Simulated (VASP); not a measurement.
# Zn (P6_3/mmc) in VASP: a series of runs, part 2 of 3

VASP 6.6.1. Earlier steps stand in the parts before.

## Step 3: Electric field gradients, PBE (z stretched by -2 % at fixed volume)

Input file INCAR:

```
SYSTEM = Zn
PREC = Accurate ; ENCUT = 520
EDIFF = 1E-8 ; ISMEAR = -1
SIGMA = 0.03 ; LREAL = .FALSE.
LASPH = .TRUE. ; NELM = 60
ALGO = Normal ; ISIF = 2
LWAVE = .FALSE. ; LCHARG = .FALSE.
GGA = PE ; LEFG = .TRUE.
NBANDS = 19
```

Input file KPOINTS:

```
regular mesh
0
G
  18 18 8
  0 0 0
```

Input file POSCAR:

```
Zn
1.0
    2.6918525343      0.0000000000      0.0000000000
   -1.3459262671      2.3312126779      0.0000000000
    0.0000000000      0.0000000000      4.8477660000
Zn
2
Direct
    0.3333333333      0.6666666667      0.2500000000
    0.6666666667      0.3333333333      0.7500000000
```

Potentials or basis: VASP PAW PBE potentials, release 64 (Zn).

On the command line:

```
$ cat potpaw_PBE.64/Zn/POTCAR > POTCAR
$ mpirun -np 1 vasp_std > vasp.out
```

OUTCAR:

```text
SYSTEM = Zn
   PREC = Accurate
   ENCUT = 520
   EDIFF = 1E-8
   ISMEAR = -1
   LREAL = .FALSE.
   LASPH = .TRUE.
   NELM = 60
   ISIF = 2
   GGA = PE

 ion  position               nearest neighbor table
   1  0.333  0.667  0.250-   2 2.88   2 2.88   2 2.88   2 2.88   2 2.88   2 2.88
   2  0.667  0.333  0.750-   1 2.88   1 2.88   1 2.88   1 2.88   1 2.88   1 2.88

  LATTYP: Found a hexagonal cell.
 ALAT       =     2.6918525343
 C/A-ratio  =     1.8009032583

  Lattice vectors:

 A1 = (   2.6918525343,   0.0000000000,   0.0000000000)
 A2 = (  -1.3459262671,   2.3312126779,   0.0000000000)
 A3 = (   0.0000000000,   0.0000000000,   4.8477660000)

Analysis of symmetry for initial positions (statically):
=====================================================================
 Subroutine PRICEL returns:
 Original cell was already a primitive cell.

 Routine SETGRP: Setting up the symmetry group for a
 hexagonal supercell.

 Subroutine GETGRP returns: Found 24 space group operations
 (whereof 12 operations were pure point group operations)
 out of a pool of 24 trial point group operations.

The static configuration has the point symmetry D_3d.
 The point group associated with its full space group is D_6h.

Analysis of symmetry for dynamics (positions and initial velocities):
=====================================================================
 Subroutine PRICEL returns:
 Original cell was already a primitive cell.

 Routine SETGRP: Setting up the symmetry group for a
 hexagonal supercell.

 Subroutine GETGRP returns: Found 24 space group operations
 (whereof 12 operations were pure point group operations)
 out of a pool of 24 trial point group operations.

The dynamic configuration has the point symmetry D_3d.
 The point group associated with its full space group is D_6h.

 Subroutine INISYM returns: Found 24 space group operations
 (whereof 12 operations are pure point group operations),
 and found     1 'primitive' translations

----------------------------------------------------------------------------------------

                                     Primitive cell

  volume of cell :      30.4211

  direct lattice vectors                    reciprocal lattice vectors
     2.691852534  0.000000000  0.000000000     0.371491375  0.214480646  0.000000000
    -1.345926267  2.331212678  0.000000000     0.000000000  0.428961291  0.000000000
     0.000000000  0.000000000  4.847766000     0.000000000  0.000000000  0.206280584

  length of vectors
     2.691852534  2.691852534  4.847766000     0.428961291  0.428961291  0.206280584

  position of ions in fractional coordinates (direct lattice)
     0.333333333  0.666666667  0.250000000
     0.666666667  0.333333333  0.750000000

  ion indices of the primitive-cell ions
   primitive index   ion index
                 1           1
                 2           2

[... 76 lines left out ...]
   NFREE  =      0    steps in history (QN), initial steepest desc. (CG)
   ISIF   =      2    stress and relaxation
   ISYM   =      2    0-nonsym 1-usesym 2-fastsym
   POTIM  = 0.5000    time-step for ionic-motion
   TEBEG  =    0.0;   TEEND  =   0.0 temperature during run
   PSTRESS=    0.0 pullay stress
   NELECT =      24.0000    total number of electrons
   NUPDOWN=      -1.0000    fix difference up-down
   EMIN   =  10.00;   EMAX   =-10.00  energy-range for DOS
   EFERMI =   0.00;   METHOD = LEGACY
   ISMEAR =    -1;   SIGMA  =   0.03  broadening in eV -4-tet -1-fermi 0-gaus
   EFERMI_NEDOS =   21; number of points for ismear=-14 and -15
   IALGO  =     38    algorithm
   IMIX   =      4    mixing-type and parameters
     AMIX     =   0.40;   BMIX     =  1.00
     AMIX_MAG =   1.60;   BMIX_MAG =  1.00
  volume/ion in A,a.u.               =      15.21       102.65
  Fermi-wavevector in a.u.,A,eV,Ry     =   1.512703  2.858594 31.133805  2.288270
  Thomas-Fermi vector in A             =   2.622592
   LORBIT       =      0    0 simple, 1 ext, 2 COOP (PROOUT), +10 PAW based schemes
   GGA     = PE    functional components
   LHFCALC =     F    Hartree Fock is set to
   AEXX    =    0.0000 exact exchange contribution
   IVDW    =     0    specifies the selected vdW correction
   LEPSILON=     F    determine dielectric tensor
   LRPA    =     F    only Hartree local field effects (RPA)
 non-spin polarized calculation
  energy-cutoff  :      520.00
  volume of cell :       30.42
 maximum number of plane-waves:       840
 NGX is ok and might be reduce to    20
   NGX =  9   NGY =  9   NGZ = 19

 number of electron      24.0000012 magnetization

 Free energy of the ion-electron system (eV)
  ---------------------------------------------------
  ext. energy  EPLUGINS =         0.00000000
  ---------------------------------------------------
  free energy    TOTEN  =        -2.20931376 eV

  energy without entropy =       -2.20776297  energy(sigma->0) =       -2.20853837

 E-fermi :   3.2168     XC(G=0): -11.5576

 val. band max:        3.2119366434   @ k =   0.3333   0.3333   0.1250
 cond. band min:       3.2349953933   @ k =   0.3333   0.2222   0.2500
 fundamental gap:      0.0230587499
 Fermi energy:         3.2168008171

 k-point     1 :       0.0000    0.0000    0.0000
  band No.  band energies     occupation
      1      -7.2804      2.00000
      2      -5.4298      2.00000
      3      -4.7436      2.00000
      4      -4.5540      2.00000
      5      -4.5540      2.00000
      6      -4.4965      2.00000
[... 505 lines left out ...]
      6      -4.4173      2.00000
[... 11 lines left out ...]
     18      16.0725      0.00000
     19      17.3144      0.00000

 [... further k-points ...]

------------------------ aborting loop because EDIFF is reached ----------------------------------------

  FORCE on cell =-STRESS in cart. coord.  units (eV):
  Direction    XX          YY          ZZ          XY          YZ          ZX
  --------------------------------------------------------------------------------------
  -------------------------------------------------------------------------------------
  Total       -0.2494342     -0.2494342      0.2572220     -0.0000000     -0.0000000     -0.0000000
  in kB      -13.1368649    -13.1368649     13.5470213     -0.0000000     -0.0000000     -0.0000000
  external PRESSURE =      -4.2422361 kB  Pullay stress =       0.0000000 kB

 VOLUME and BASIS-vectors are now :
 -----------------------------------------------------------------------------
  energy-cutoff  :      520.00
  volume of cell :       30.42
      direct lattice vectors                 reciprocal lattice vectors
     2.691852534  0.000000000  0.000000000     0.371491375  0.214480646  0.000000000
    -1.345926267  2.331212678  0.000000000     0.000000000  0.428961291  0.000000000
     0.000000000  0.000000000  4.847766000     0.000000000  0.000000000  0.206280584

 POSITION                                       TOTAL-FORCE (eV/Angst)
 -----------------------------------------------------------------------------------
     -0.00000      1.55414      1.21194        -0.000000      0.000000      0.000000
      1.34593      0.77707      3.63582         0.000000     -0.000000      0.000000
 -----------------------------------------------------------------------------------
    total drift:                               -0.000000      0.000000      0.000000

  FREE ENERGIE OF THE ION-ELECTRON SYSTEM (eV)
  ---------------------------------------------------
  free  energy   TOTEN  =        -2.2093137581 eV

  energy  without entropy=       -2.2077629744  energy(sigma->0) =       -2.20853837

 Electric field gradients (V/A^2)
---------------------------------------------------------------------
 ion       V_xx      V_yy      V_zz      V_xy      V_xz      V_yz
---------------------------------------------------------------------
   1     -13.042   -13.034    26.076     0.007     0.000    -0.000
   2     -13.042   -13.034    26.076     0.007    -0.000     0.000
---------------------------------------------------------------------

 Electric field gradients after diagonalization (V/A^2)
 (convention: |V_zz| > |V_xx| > |V_yy|)
----------------------------------------------------------------------
 ion       V_xx      V_yy      V_zz     asymmetry (V_yy - V_xx)/ V_zz
----------------------------------------------------------------------
   1     -13.047   -13.030    26.076       0.001
   2     -13.047   -13.030    26.076       0.001
----------------------------------------------------------------------

           NMR quadrupolar parameters

 Cq : quadrupolar parameter    Cq=e*Q*V_zz/h
 eta: asymmetry parameters     (V_yy - V_xx)/ V_zz
 Q  : nuclear electric quadrupole moment in mb (millibarn)
----------------------------------------------------------------------
 ion       Cq(MHz)       eta       Q (mb)
----------------------------------------------------------------------
   1       0.063       0.001       1.000
   2       0.063       0.001       1.000
----------------------------------------------------------------------
```

OSZICAR:

```text
N       E                     dE             d eps       ncg     rms          rms(c)
DAV:   1     0.113866231332E+03    0.11387E+03   -0.12358E+04  7246   0.199E+03
DAV:   2     0.282082205753E+01   -0.11105E+03   -0.10690E+03  7070   0.296E+02
DAV:   3    -0.238358193439E+01   -0.52044E+01   -0.51838E+01  7835   0.702E+01
DAV:   4    -0.241522995603E+01   -0.31648E-01   -0.31639E-01  7756   0.565E+00
DAV:   5    -0.241526958384E+01   -0.39628E-04   -0.39628E-04  7686   0.181E-01    0.394E+00
DAV:   6    -0.222230376210E+01    0.19297E+00   -0.76275E-01  7804   0.184E+01    0.300E+00
DAV:   7    -0.221359536842E+01    0.87084E-02   -0.25814E-02  8824   0.270E+00    0.155E+00
DAV:   8    -0.220930214908E+01    0.42932E-02   -0.17010E-03  9501   0.609E-01    0.459E-02
DAV:   9    -0.220931053266E+01   -0.83836E-05   -0.19846E-04  9398   0.174E-01    0.356E-02
DAV:  10    -0.220931428583E+01   -0.37532E-05   -0.18388E-05  7412   0.459E-02    0.307E-03
DAV:  11    -0.220931408477E+01    0.20106E-06   -0.97797E-08  9138   0.504E-03    0.174E-03
DAV:  12    -0.220931372865E+01    0.35612E-06   -0.24596E-08  7054   0.259E-03    0.912E-05
DAV:  13    -0.220931374946E+01   -0.20805E-07   -0.40766E-09  4072   0.575E-04    0.676E-05
DAV:  14    -0.220931375812E+01   -0.86625E-08   -0.54700E-10  3794   0.456E-04
   1 F= -.22093138E+01 E0= -.22085384E+01  d E =-.155078E-02
```

Wall time 2 min (1 thread of Intel Xeon 8259CL, shared host); peak memory 0.21 GiB.

Results:

* Free energy: -2.2093 eV
* Pressure: -0.4 GPa
* Band gap on the k mesh: zero (bands 12 and 13 overlap by 4.12 eV)
* Largest electric field gradient by atom: Zn +26.1 V/Å²

Electric field gradients, principal values (V/Å²):
```
atom    least   middle  greatest (by size)
1 Zn  -13.030  -13.047              26.076
2 Zn  -13.030  -13.047              26.076
```

Caveat: the cell differs from its parent crystal (z stretched by -2 % at fixed volume); without QUAD_EFG the Cq values of the log hold for a quadrupole moment of 1 mb, not for the nuclei.

## Step 4: Electric field gradients, PBE (14.60 Å³/atom)

This run uses another cell than the first one, of 14.60 Å³/atom.

Input file INCAR:

```
SYSTEM = Zn
ALGO = Normal
EDIFF = 1E-8
ENCUT = 520
GGA = PE
ISIF = 2
ISMEAR = -1
LASPH = .TRUE.
LCHARG = .FALSE.
LEFG = .TRUE.
LREAL = .FALSE.
LWAVE = .FALSE.
NBANDS = 19
NELM = 80
PREC = Accurate
SIGMA = 0.03
```

Input file KPOINTS:

```
k-points
0
G
  18 18 8
  0 0 0
```

Input file POSCAR:

```
Zn
1.0
    2.6287828538      0.0000000000      0.0000000000
   -1.3143914269      2.2765927324      0.0000000000
    0.0000000000      0.0000000000      4.8798445072
Zn
2
Direct
    0.3333333333      0.6666666667      0.2500000000
    0.6666666667      0.3333333333      0.7500000000
```

Potentials or basis: VASP PAW PBE potentials, release 64 (Zn).

On the command line:

```
$ cat potpaw_PBE.64/Zn/POTCAR > POTCAR
$ mpirun -np 1 vasp_std > vasp.out
```

OUTCAR:

```text
SYSTEM = Zn
   EDIFF = 1E-8
   ENCUT = 520
   GGA = PE
   ISIF = 2
   ISMEAR = -1
   LASPH = .TRUE.
   LREAL = .FALSE.
   NELM = 80
   PREC = Accurate

 ion  position               nearest neighbor table
   1  0.333  0.667  0.250-   2 2.87   2 2.87   2 2.87   2 2.87   2 2.87   2 2.87
   2  0.667  0.333  0.750-   1 2.87   1 2.87   1 2.87   1 2.87   1 2.87   1 2.87

  LATTYP: Found a hexagonal cell.
 ALAT       =     2.6287828538
 C/A-ratio  =     1.8563132745

  Lattice vectors:

 A1 = (   2.6287828538,   0.0000000000,   0.0000000000)
 A2 = (  -1.3143914269,   2.2765927324,   0.0000000000)
[... 743 lines left out ...]
  free  energy   TOTEN  =        -2.2035780342 eV

  energy  without entropy=       -2.2021385536  energy(sigma->0) =       -2.20285829

 Electric field gradients (V/A^2)
---------------------------------------------------------------------
 ion       V_xx      V_yy      V_zz      V_xy      V_xz      V_yz
---------------------------------------------------------------------
   1     -18.959   -18.957    37.916     0.002     0.000    -0.000
   2     -18.959   -18.957    37.916     0.002    -0.000     0.000
---------------------------------------------------------------------

 Electric field gradients after diagonalization (V/A^2)
 (convention: |V_zz| > |V_xx| > |V_yy|)
----------------------------------------------------------------------
 ion       V_xx      V_yy      V_zz     asymmetry (V_yy - V_xx)/ V_zz
----------------------------------------------------------------------
   1     -18.960   -18.956    37.916       0.000
   2     -18.960   -18.956    37.916       0.000
----------------------------------------------------------------------

           NMR quadrupolar parameters

 Cq : quadrupolar parameter    Cq=e*Q*V_zz/h
 eta: asymmetry parameters     (V_yy - V_xx)/ V_zz
 Q  : nuclear electric quadrupole moment in mb (millibarn)
----------------------------------------------------------------------
 ion       Cq(MHz)       eta       Q (mb)
----------------------------------------------------------------------
   1       0.092       0.000       1.000
   2       0.092       0.000       1.000
----------------------------------------------------------------------
```

stdout:

```text
POSCAR found type information on POSCAR Zn
 POSCAR found :  1 types and       2 ions
 scaLAPACK will be used
 LDA part: xc-table for (Slater+PW92), standard interpolation
 POSCAR, INCAR and KPOINTS ok, starting setup
 FFT: planning ... GRIDC
 FFT: planning ... GRID_SOFT
 FFT: planning ... GRID
 WAVECAR not read
 entering main loop
ion   1

ion   2
```

Wall time 54 s (1 thread of Intel Xeon Platinum 8488C (Sapphire Rapids), shared host); peak memory 0.2 GiB.

Results:

```yaml
Free_energy: -2.2036 eV
Pressure: 3.3 GPa
Band_gap_on_the_k_mesh: zero (bands 12 and 13 overlap by 4.66 eV)
Largest_electric_field_gradient_by_atom: Zn +37.9 V/Å²
```

Electric field gradients, principal values (V/Å²):
```csv
atom,least,middle,greatest (by size)
1 Zn,-18.956,-18.960,37.916
2 Zn,-18.956,-18.960,37.916
```

Caveat: the cell stands under pressure; without QUAD_EFG the Cq values of the log hold for a quadrupole moment of 1 mb, not for the nuclei.

(Part 2 of 3 ends here.)

The gap in the log of VASP goes by the Fermi energy; the results here count the filled bands.